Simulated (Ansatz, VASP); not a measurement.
## One calculation of Bi, two programs

The input POSCAR:

```
Bi
1.0
    2.2354450467      1.2906347995      4.1453648247
   -2.2354450467      1.2906347995      4.1453648247
    0.0000000000     -2.5812695989      4.1453648247
Bi
2
Direct
    0.2275400000      0.2275400000      0.2275400000
    0.7724600000      0.7724600000      0.7724600000
```

INCAR.step1

```
  PREC = Accurate
  ENCUT = 600
  ISMEAR = 0
  SIGMA = 0.1
  LREAL = False
  LASPH = True
  NELM = 60
  GGA = PE
  ALGO = Normal
  EDIFF = 1E-4
  LWAVE = True
  LCHARG = False
```

The input INCAR.step2:

```
  PREC = Accurate
  ENCUT = 600
  EDIFF = 1E-6
  ISMEAR = 0
  SIGMA = 0.1
  LREAL = False
  LASPH = True
  NELM = 60
  ALGO = Normal
  ISIF = 3
  LWAVE = False
  LCHARG = False
  METAGGA = R2SCAN
  LMIXTAU = True
  IBRION = 2
  NSW = 90
  EDIFFG = -0.04
  ISTART = 1
```

Contents of KPOINTS:

```
regular mesh
0
Gamma
  6 6 6
```

Input for Ansatz:

```yaml
crystal:
  lattice:
    - [2.2354450467, 1.2906347995, 4.1453648247]
    - [-2.2354450467, 1.2906347995, 4.1453648247]
    - [0.0, -2.5812695989, 4.1453648247]
  atoms:
    - { symbol: Bi, position: [0.22754, 0.22754, 0.22754] }
    - { symbol: Bi, position: [0.77246, 0.77246, 0.77246] }
basis:
  ecutwfc: 500
kpoints:
  mp_grid: { grid: [6, 6, 6] }
hamiltonian:
  xc: r2scan
scf:
  occupations: { method: gaussian, width: 0.1 }
  lower_state_search: "off"
output:
  forces: true
  stress: true
  eigenvalues: true
relax:
  adjacent_minimum: "off"
  f_tol: 0.04
  max_steps: 70
  cell: { stress_tol: 0.4 }
```

Alike in both runs: task relaxation of cell and atoms; functional r2SCAN; k mesh 6 × 6 × 6; occupations gaussian, width 0.1 eV; no spin polarisation.

|  | VASP | Ansatz |
| --- | --- | --- |
| version | VASP 6.6.1 | Ansatz 0.2.0 |
| potentials or method | VASP PAW PBE potentials, release 64 (Bi_d), cutoff 600 eV | scalar-relativistic, plane waves, PAW |
| valence electrons in the cell | 30 | 30 |

|  | VASP | Ansatz | Ansatz less VASP |
| --- | --- | --- | --- |
| gap on the k mesh at the Fermi level, each at its own relaxed structure (eV) | 0.08 | 0.09 | +0.015 |
| relaxed volume (Å³/atom) | 36.82 | 36.82 | -0.003 |
| relaxed cell length with the largest relative difference (Å) | 4.891 | 4.908 | +0.0164 |

VASP's potentials were made for PBE, not for r2SCAN.

Spin-orbit coupling is off throughout.
